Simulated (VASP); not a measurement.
# K8Ta8HO24 (a cell with a defect) in VASP: notebook

K8Ta8HO24 (a cell with a defect) is run at these levels: PBE; tasks: single point.

Everything below comes from runs of VASP 6.6.1. Logs are shortened: lines on timing, memory, paths and dates and some standing lists are left out, and cuts for length are marked.

## Step 1: The cell of the first run

The cell holds a defect, 41 atoms: a = 8.046 Å, b = 8.046 Å, c = 8.046 Å, α = 90.00°, β = 90.00°, γ = 90.00°.

## Step 2: Single point, PBE, collinear spin

Contents of INCAR:

```
SYSTEM = K8Ta8HO24
  ALGO = Normal
  EDIFF = 1E-6
  ENCUT = 520
  GGA = PE
  GGA_COMPAT = .FALSE.
  ISIF = 2
  ISMEAR = -1
  ISPIN = 2
  LASPH = .TRUE.
  LCHARG = .TRUE.
  LELF = .TRUE.
  LMAXMIX = 4
  LORBIT = 11
  LREAL = Auto
  LVHAR = .TRUE.
  LWAVE = .FALSE.
  MAGMOM = 0 0 0 0 0 0.01 0 0 0.04 0 0.01 0 0 0 0 0 0.26 0.01 0 0 0.17 0 0.01 0.01 0 0 0 0 0 0 -0.01 0 0 0 0 0 0 0 0 0 0.24
  NBANDS = 182
  NELM = 200
  NUPDOWN = 1.0
  PREC = Accurate
  SIGMA = 0.01
```

Contents of KPOINTS:

```
k-points
0
G
  1 1 1
  0 0 0
```

Contents of POSCAR:

```
K8Ta8HO24
1.0
    8.0464028700      0.0000000000      0.0000000000
    0.0000000000      8.0464028700      0.0000000000
    0.0000000000      0.0000000000      8.0464028700
K Ta O H
8 8 24 1
Direct
    0.2472775763      0.2460611322      0.2490698058
    0.2567239092      0.2485561601      0.7392970618
    0.2434500275      0.7480684347      0.2453326079
    0.2489345901      0.7413223146      0.7425240939
    0.7476990771      0.2509233048      0.2440847211
    0.7332840644      0.2551977614      0.7414659813
    0.7474594669      0.7542564172      0.2441014987
    0.7436741730      0.7498862656      0.7445427599
   -0.0133090527      0.0017517144     -0.0200807743
   -0.0153676123      0.0061842541      0.4872448053
   -0.0152342608      0.5081669494     -0.0113285404
   -0.0148568251      0.5062281949      0.4870806326
    0.4833035411     -0.0109440208     -0.0165014109
    0.4868221320     -0.0123322187      0.4819976159
    0.4851734450      0.4887649877     -0.0142151719
    0.4866966101      0.4896217681      0.4823320511
    0.0187297358      0.2549022256      0.0285480361
    0.0058720649     -0.0168738755      0.2557222194
    0.2539416722      0.0080119031      0.0152654549
    0.0216813653      0.2404138882      0.5084834883
    0.0106653869     -0.0467811525      0.7462559478
    0.2590624697     -0.0009141973      0.5166898883
    0.0165160758      0.7466806096      0.0050641263
    0.0090231624      0.4835429027      0.2577893543
    0.2574298147      0.5071078426      0.0208740480
    0.0217062211      0.7388103847      0.4997617028
    0.0109319657      0.4773042143      0.7593156966
    0.2584056545      0.4980829403      0.5183833158
    0.5179797814      0.2570439280      0.0064664920
    0.5104132948      0.0162758443      0.2520849419
    0.7589439777      0.0091178631      0.0116974009
    0.5185732143      0.2560398769      0.5014545090
    0.5075820918      0.0182998543      0.7544195957
    0.7551563224      0.0022924530      0.5195368747
    0.5190239747      0.7591653188      0.0051599455
    0.5093975614      0.5214035474      0.2536892613
    0.7550953014      0.5075322558      0.0185254209
    0.5206696791      0.7553030961      0.5051054571
    0.5068719608      0.5179590268      0.7558100307
    0.7558498000      0.4998260794      0.5208662887
   -0.0061739389      0.1889541233     -0.1531749056
```

Potentials or basis: VASP PAW PBE potentials, release 64 (K_sv, Ta_pv, O, H).

Run with:

```bash
$ cat potpaw_PBE.64/K_sv/POTCAR potpaw_PBE.64/Ta_pv/POTCAR potpaw_PBE.64/O/POTCAR potpaw_PBE.64/H/POTCAR > POTCAR
$ mpirun -np 1 vasp_gam > vasp.out
```

OUTCAR:

```text
SYSTEM = K8Ta8HO24
   EDIFF = 1E-6
   ENCUT = 520
   GGA = PE
   ISIF = 2
   ISMEAR = -1
   ISPIN = 2
   LASPH = .TRUE.
   LORBIT = 11
   LREAL = Auto
   NELM = 200
   NUPDOWN = 1.0
   PREC = Accurate

 ion  position               nearest neighbor table
   1  0.247  0.246  0.249-  17 2.56  19 2.69  24 2.71  20 2.77  25 2.79  30 2.81  18 2.87  16 3.33
                            14 3.40  10 3.44  15 3.46  13 3.53  12 3.54   9 3.60  11 3.65
   2  0.257  0.249  0.739-  41 2.34  20 2.65  28 2.68  22 2.69  27 2.71  33 2.74  32 2.85  15 3.32
                            16 3.39  13 3.40  14 3.48   9 3.52  10 3.57  11 3.63  12 3.63
   3  0.243  0.748  0.245-  25 2.65  23 2.66  18 2.69  26 2.72  19 2.79  36 2.81  24 2.85  14 3.34
                            16 3.43  12 3.45  13 3.45  11 3.51  10 3.53  15 3.54   9 3.60
   4  0.249  0.741  0.743-  21 2.57  28 2.66  26 2.68  39 2.75  22 2.76  23 2.82  27 2.86  13 3.36
                            15 3.40  11 3.46  14 3.46  16 3.48  12 3.51   9 3.53  10 3.64
   5  0.748  0.251  0.244-  29 2.66  30 2.69  31 2.70  37 2.75  32 2.77  17 2.79  24 2.82  10 3.37
                            12 3.42  16 3.43  11 3.49   9 3.50  15 3.53  14 3.54  13 3.66
   6  0.733  0.255  0.741-  41 2.32  32 2.59  33 2.63  40 2.66  34 2.71  29 2.75  39 2.79  27 2.86
                            15 3.37  16 3.44   9 3.46  11 3.49  10 3.51  12 3.52  13 3.52  14 3.60
   7  0.747  0.754  0.244-  35 2.66  36 2.68  37 2.69  31 2.78  18 2.78  38 2.78  30 2.84  12 3.39
                            10 3.40  14 3.40  11 3.43   9 3.49  13 3.53  16 3.55  15 3.65
   8  0.744  0.750  0.745-  38 2.63  39 2.67  21 2.70  40 2.70  34 2.72  35 2.77  33 2.88  11 3.38
                             9 3.39  13 3.43  12 3.45  10 3.51  14 3.52  15 3.54  16 3.62
   9  0.987  0.002  0.980-  41 1.85  31 1.85  21 1.93  23 2.08  17 2.09  19 2.17  18 2.23   8 3.39
                             6 3.46   7 3.49   5 3.50   2 3.52   4 3.53   1 3.60   3 3.60
  10  0.985  0.006  0.487-  34 1.86  18 1.88  20 1.92  21 2.14  26 2.17  22 2.22   5 3.37   7 3.40
                             1 3.44   6 3.51   8 3.51   3 3.53   2 3.57   4 3.64
  11  0.985  0.508  0.989-  37 1.86  27 1.87  23 1.94  17 2.08  24 2.18  25 2.21   8 3.38   7 3.43
                             4 3.46   5 3.49   6 3.49   3 3.51   2 3.63   1 3.65
  12  0.985  0.506  0.487-  24 1.86  40 1.87  26 1.90  20 2.17  27 2.21  28 2.21   7 3.39   5 3.42
                             3 3.45   8 3.45   4 3.51   6 3.52   1 3.54   2 3.63
  13  0.483  0.989  0.983-  33 1.87  19 1.87  35 1.88  29 2.18  30 2.18  31 2.24   4 3.36   2 3.40
                             8 3.43   3 3.45   6 3.52   1 3.53   7 3.53   5 3.66
  14  0.487  0.988  0.482-  22 1.86  30 1.87  38 1.90  32 2.18  34 2.18  33 2.21   3 3.34   1 3.40
                             7 3.40   4 3.46   2 3.48   8 3.52   5 3.54   6 3.60
  15  0.485  0.489  0.986-  25 1.86  39 1.87  29 1.89  36 2.18  37 2.19  35 2.20   2 3.32   6 3.37
[... 12 lines left out ...]
  26  0.022  0.739  0.500-  12 1.90  10 2.17   4 2.68   3 2.72
  27  0.011  0.477  0.759-  11 1.87  12 2.21   2 2.71   4 2.86   6 2.86
  28  0.258  0.498  0.518-  16 1.86  12 2.21   4 2.66   2 2.68
  29  0.518  0.257  0.006-  15 1.89  13 2.18   5 2.66   6 2.75
  30  0.510  0.016  0.252-  14 1.87  13 2.18   5 2.69   1 2.81   7 2.84
  31  0.759  0.009  0.012-   9 1.85  13 2.24   5 2.70   7 2.78
  32  0.519  0.256  0.501-  16 1.90  14 2.18   6 2.59   5 2.77   2 2.85
  33  0.508  0.018  0.754-  13 1.87  14 2.21   6 2.63   2 2.74   8 2.88
[... 275 lines left out ...]
      5     -32.4385      1.00000
      6     -32.4340      1.00000
[... 156 lines left out ...]
    163       6.6482      0.00000
    164       6.7312      0.00000
 Fermi energy:         2.0143477985

 spin component 2

 k-point     1 :       0.0000    0.0000    0.0000
  band No.  band energies     occupation
      1     -32.4889      1.00000
      2     -32.4648      1.00000
      3     -32.4483      1.00000
      4     -32.4443      1.00000
      5     -32.4355      1.00000
      6     -32.4323      1.00000
[... 156 lines left out ...]
    163       6.6785      0.00000
    164       6.7446      0.00000
 [bands above 164 left out]

------------------------ aborting loop because EDIFF is reached ----------------------------------------

  FORCE on cell =-STRESS in cart. coord.  units (eV):
  Direction    XX          YY          ZZ          XY          YZ          ZX
  --------------------------------------------------------------------------------------
  -------------------------------------------------------------------------------------
  Total       25.0230890     10.4856012     19.8769430     -0.1596360      3.7845561      2.7302076
  in kB       76.9566550     32.2476892     61.1300647     -0.4909485     11.6391218      8.3965511
  external PRESSURE =      56.7781363 kB  Pullay stress =       0.0000000 kB

 VOLUME and BASIS-vectors are now :
 -----------------------------------------------------------------------------
  energy-cutoff  :      520.00
  volume of cell :      520.96
      direct lattice vectors                 reciprocal lattice vectors
     8.046402870  0.000000000  0.000000000     0.124279136  0.000000000  0.000000000
     0.000000000  8.046402870  0.000000000     0.000000000  0.124279136  0.000000000
     0.000000000  0.000000000  8.046402870     0.000000000  0.000000000  0.124279136

 POSITION                                       TOTAL-FORCE (eV/Angst)
 -----------------------------------------------------------------------------------
      1.98969      1.97991      2.00412         0.002102     -0.012500      0.008999
      2.06570      1.99998      5.94868         0.008350      0.004416      0.015797
      1.95890      6.01926      1.97405         0.009637      0.006358      0.003060
      2.00303      5.96498      5.97465         0.009794     -0.001479      0.012151
      6.01629      2.01903      1.96400         0.006013      0.003060      0.007693
      5.90030      2.05342      5.96613         0.012242      0.002632      0.011386
[... 33 lines left out ...]
      6.08187      4.02180      4.19110        -0.125801     -0.003506      0.019866
      7.99672      1.52040      6.81390         0.005432     -0.007126      0.001888
 -----------------------------------------------------------------------------------
    total drift:                               -0.002552     -0.004174     -0.012236

  FREE ENERGIE OF THE ION-ELECTRON SYSTEM (eV)
  ---------------------------------------------------
  free  energy   TOTEN  =      -325.3363569769 eV

  energy  without entropy=     -325.3363569769  energy(sigma->0) =     -325.33635698

 total charge

# of ion       s       p       d       tot
------------------------------------------
    1        1.962   5.607   0.049   7.618
    2        1.963   5.607   0.052   7.622
    3        1.962   5.607   0.048   7.617
    4        1.963   5.608   0.050   7.621
    5        1.962   5.607   0.048   7.616
    6        1.964   5.610   0.055   7.629
[... 33 lines left out ...]
   40        1.563   3.517   0.000   5.080
   41        0.496   0.019   0.000   0.515
--------------------------------------------------
tot         56.409 179.728  17.918 254.055

 magnetization (x)

# of ion       s       p       d       tot
------------------------------------------
    1        0.001   0.001   0.001   0.003
    2        0.001   0.002   0.002   0.004
    3        0.000  -0.000   0.000   0.000
    4        0.000   0.001   0.001   0.001
    5        0.000   0.000   0.000   0.001
    6        0.001   0.003   0.004   0.008
[... 33 lines left out ...]
   40       -0.000  -0.000   0.000  -0.000
   41        0.160   0.003   0.000   0.163
--------------------------------------------------
tot          0.182   0.429   0.134   0.745
```

OSZICAR:

```text
N       E                     dE             d eps       ncg     rms          rms(c)
DAV:   1     0.396790787636E+04    0.39679E+04   -0.19086E+05   768   0.176E+03
DAV:   2     0.494285307298E+02   -0.39185E+04   -0.37402E+04   940   0.515E+02
DAV:   3    -0.377979274920E+03   -0.42741E+03   -0.42271E+03   880   0.163E+02
DAV:   4    -0.391585794469E+03   -0.13607E+02   -0.13558E+02   904   0.316E+01
DAV:   5    -0.392151628400E+03   -0.56583E+00   -0.56551E+00  1192   0.499E+00    0.103E+02
DAV:   6    -0.326591464052E+03    0.65560E+02   -0.33513E+02   832   0.483E+01    0.397E+01
DAV:   7    -0.325775017301E+03    0.81645E+00   -0.26353E+01   864   0.131E+01    0.269E+01
DAV:   8    -0.325383309839E+03    0.39171E+00   -0.36816E+00   904   0.620E+00    0.559E+00
DAV:   9    -0.325334350041E+03    0.48960E-01   -0.41964E-01   928   0.189E+00    0.161E+00
DAV:  10    -0.325334056289E+03    0.29375E-03   -0.67406E-02  1008   0.653E-01    0.107E+00
DAV:  11    -0.325336311212E+03   -0.22549E-02   -0.11798E-02   968   0.339E-01    0.264E-01
DAV:  12    -0.325336291763E+03    0.19448E-04   -0.21863E-03   832   0.142E-01    0.882E-02
DAV:  13    -0.325336334273E+03   -0.42509E-04   -0.41560E-04  1048   0.572E-02    0.443E-02
DAV:  14    -0.325336344556E+03   -0.10283E-04   -0.68914E-05   904   0.244E-02    0.215E-02
DAV:  15    -0.325336352983E+03   -0.84272E-05   -0.23714E-05   880   0.148E-02    0.950E-03
DAV:  16    -0.325336356945E+03   -0.39624E-05   -0.56592E-06   728   0.716E-03    0.436E-03
DAV:  17    -0.325336356977E+03   -0.31465E-07   -0.10298E-06   464   0.309E-03
   1 F= -.32533636E+03 E0= -.32533636E+03  d E =-.532078E-14  mag=     1.0000
```

It took 8.1 min on 1 thread of Oxide Virtual Turin-like, shared host; peak memory 0.64 GiB.

Results:

- Free energy: -325.3364 eV
- Pressure: 5.7 GPa
- Largest force: 0.153 eV/Å
- Net moment: 1.00 μB per cell
- Site moments: K +0.00, +0.01 (each value once); Ta +0.10, +0.01, +0.02, +0.00, -0.00 (each value once); O +0.26, +0.01, -0.00, +0.15, +0.00, -0.01 (each value once); H +0.16 μB
- Valence electrons inside the program's atomic spheres: K 7.62, 7.63 (each value once); Ta 8.82, 8.85, 8.86, 8.87, 8.88 (each value once); O 5.01, 5.06, 5.08, 5.05, 5.07 (each value once); H 0.52

Forces on the atoms (eV/Å):
```
K    0.002 -0.013  0.009
K    0.008  0.004  0.016
K    0.010  0.006  0.003
K    0.010 -0.001  0.012
K    0.006  0.003  0.008
K    0.012  0.003  0.011
K    0.010  0.003  0.009
K    0.005 -0.001  0.006
Ta   0.110  0.011  0.066
Ta   0.089 -0.059  0.074
Ta   0.088 -0.032  0.088
Ta   0.085 -0.074  0.102
Ta   0.081  0.074  0.093
Ta   0.096  0.067  0.074
Ta   0.100  0.068  0.080
Ta   0.096  0.067  0.087
O    0.012  0.012  0.004
O    0.015 -0.014 -0.126
O   -0.118  0.014  0.015
O    0.023  0.082  0.010
O    0.004 -0.016 -0.085
O   -0.146  0.002  0.026
O    0.022  0.057 -0.002
O    0.012 -0.016 -0.132
O   -0.134  0.010  0.024
O    0.024  0.102  0.006
O    0.009 -0.027 -0.129
O   -0.140  0.002  0.024
O    0.022 -0.098  0.013
O    0.012  0.017 -0.118
O   -0.153  0.005  0.015
O    0.019 -0.100  0.010
O    0.016  0.018 -0.129
O   -0.120  0.002  0.020
O    0.020 -0.115  0.013
O    0.012  0.021 -0.125
O   -0.133  0.003  0.020
O    0.023 -0.098  0.012
O    0.010  0.023 -0.125
O   -0.126 -0.004  0.020
H    0.005 -0.007  0.002
```

Caveat: the k points lie up to 0.78 Å⁻¹ apart; spin-orbit coupling is left out, which moves the levels of the heavy elements; the total moment is fixed, so each spin has its own Fermi level and the state may be an excited one.

## Step 3: Single point, PBE, collinear spin

Contents of INCAR:

```
PREC = Accurate ; ENCUT = 520
EDIFF = 1E-6 ; ISMEAR = -1
SIGMA = 0.01 ; LREAL = Auto
LASPH = T ; NELM = 200
ALGO = Normal ; ISIF = 2
LWAVE = F ; LCHARG = F
ISPIN = 2 ; MAGMOM = 0 0 0 0 0 0.01 0 0 0.04 0 0.01 0 0 0 0 0 0.26 0.01 0 0 0.17 0 0.01 0.01 0 0 0 0 0 0 -0.01 0 0 0 0 0 0 0 0 0 0.24
LORBIT = 11 ; NUPDOWN = 1.0
LMAXMIX = 4 ; GGA = PE
NBANDS = 182 ; GGA_COMPAT = F
```

Contents of KPOINTS:

```
regular mesh
0
Gamma
  1 1 1
```

Contents of POSCAR:

```
K8Ta8HO24
1.0
    8.0464028700      0.0000000000      0.0000000000
    0.0000000000      8.0464028700      0.0000000000
    0.0000000000      0.0000000000      8.0464028700
K Ta O H
8 8 24 1
Direct
    0.2476555092      0.2458150595      0.2494138104
    0.2546940581      0.2499838788      0.7400254618
    0.2418490637      0.7482112314      0.2443125247
    0.2494110763      0.7413200776      0.7430060484
    0.7474190762      0.2506771078      0.2436594378
    0.7264651167      0.2592047693      0.7406599068
    0.7478170180      0.7539956796      0.2421755450
    0.7438203253      0.7506090731      0.7454079912
   -0.0136933238      0.0101533569     -0.0220405320
   -0.0155473200      0.0069349001      0.4859955515
   -0.0150956896      0.5089602231     -0.0126391882
   -0.0155660861      0.5072638129      0.4865638799
    0.4829314493     -0.0106376727     -0.0163830972
    0.4866026550     -0.0121341178      0.4821094671
    0.4845719339      0.4895375068     -0.0139795387
    0.4858621999      0.4907324507      0.4815612719
    0.0241767661      0.2500014022      0.0266854647
    0.0017015057     -0.0153650025      0.2550616758
    0.2536815560     -0.0010537628      0.0180988949
    0.0216536511      0.2404253219      0.5077644093
    0.0129598283     -0.0492572900      0.7474851927
    0.2582897021     -0.0012988413      0.5156415938
    0.0139761831      0.7437135695      0.0054206831
    0.0070180428      0.4811373557      0.2576210803
    0.2565561324      0.5037070683      0.0215693898
    0.0212298592      0.7396665437      0.4986049126
    0.0092724664      0.4770856073      0.7576922382
    0.2575261311      0.4987776606      0.5179934521
    0.5168352949      0.2562264198      0.0060574894
    0.5101091837      0.0170023801      0.2523950183
    0.7587464981      0.0041696893      0.0121399589
    0.5173496862      0.2570577230      0.4998785252
    0.5044317399      0.0197677152      0.7543365772
    0.7550698241      0.0026640476      0.5220505446
    0.5209809983      0.7582319825      0.0031938495
    0.5080129675      0.5234563901      0.2530489752
    0.7553058302      0.5003839685      0.0191367500
    0.5206044325      0.7556896042      0.5052752224
    0.5050832112      0.5184806264      0.7558704303
    0.7549003074      0.5006434633      0.5203351196
   -0.0214802817      0.1779858681     -0.1797706408
```

Potentials or basis: VASP PAW PBE potentials, release 64 (K_sv, Ta_pv, O, H).

Run with:

```bash
$ cat potpaw_PBE.64/K_sv/POTCAR potpaw_PBE.64/Ta_pv/POTCAR potpaw_PBE.64/O/POTCAR potpaw_PBE.64/H/POTCAR > POTCAR
$ mpirun -np 1 vasp_gam > vasp.out
```

It took 8.9 min on 1 thread of Oxide Virtual Turin-like, shared host; peak memory 0.63 GiB.

It converged, with:

```
Free energy                                           : -325.3471 eV
Pressure                                              : 5.6 GPa
Largest force                                         : 0.161 eV/Å
Net moment                                            : 1.00 μB per cell
Site moments                                          : K +0.00, +0.01 (each value once); Ta +0.04, -0.00, +0.00 (each value once); O +0.24, +0.01, -0.00, +0.00, +0.20 (each value once); H +0.20 μB
Valence electrons inside the program's atomic spheres : K 7.62, 7.64 (each value once); Ta 8.83, 8.86, 8.87, 8.88 (each value once); O 5.02, 5.06, 5.08, 5.04, 5.07 (each value once); H 0.51
```

Forces on the atoms (eV/Å):
```
K    0.009 -0.010  0.011
K    0.007 -0.003  0.018
K    0.008  0.001  0.005
K    0.010 -0.007  0.012
K   -0.001  0.005  0.012
K    0.010  0.009  0.003
K    0.011 -0.003  0.010
K    0.004 -0.005  0.004
Ta   0.117 -0.014  0.054
Ta   0.092 -0.086  0.063
Ta   0.086 -0.051  0.079
Ta   0.075 -0.090  0.110
Ta   0.075  0.069  0.096
Ta   0.091  0.065  0.070
Ta   0.091  0.058  0.085
Ta   0.087  0.067  0.074
O    0.027  0.040  0.005
O    0.002 -0.011 -0.120
O   -0.125  0.008  0.018
O    0.026  0.088  0.010
O    0.016 -0.020 -0.077
O   -0.155  0.004  0.022
O    0.014  0.104  0.000
O    0.015 -0.020 -0.133
O   -0.128  0.008  0.025
O    0.022  0.124  0.001
O    0.011 -0.024 -0.129
O   -0.135  0.006  0.024
O    0.018 -0.093  0.010
O    0.013  0.015 -0.117
O   -0.143  0.000  0.024
O    0.019 -0.100  0.008
O    0.014  0.022 -0.131
O   -0.110  0.009  0.030
O    0.022 -0.109  0.012
O    0.011  0.024 -0.121
O   -0.130 -0.001  0.022
O    0.028 -0.089  0.011
O    0.014  0.022 -0.124
O   -0.119  0.002  0.019
H    0.000 -0.013  0.004
```

Stress tensor (GPa, compression positive):
```
 7.59 -0.13  0.91
-0.13  2.93  0.89
 0.91  0.89  6.16
```

Caveat: the k points lie up to 0.78 Å⁻¹ apart; spin-orbit coupling is left out, which moves the levels of the heavy elements; the total moment is fixed, so each spin has its own Fermi level and the state may be an excited one.
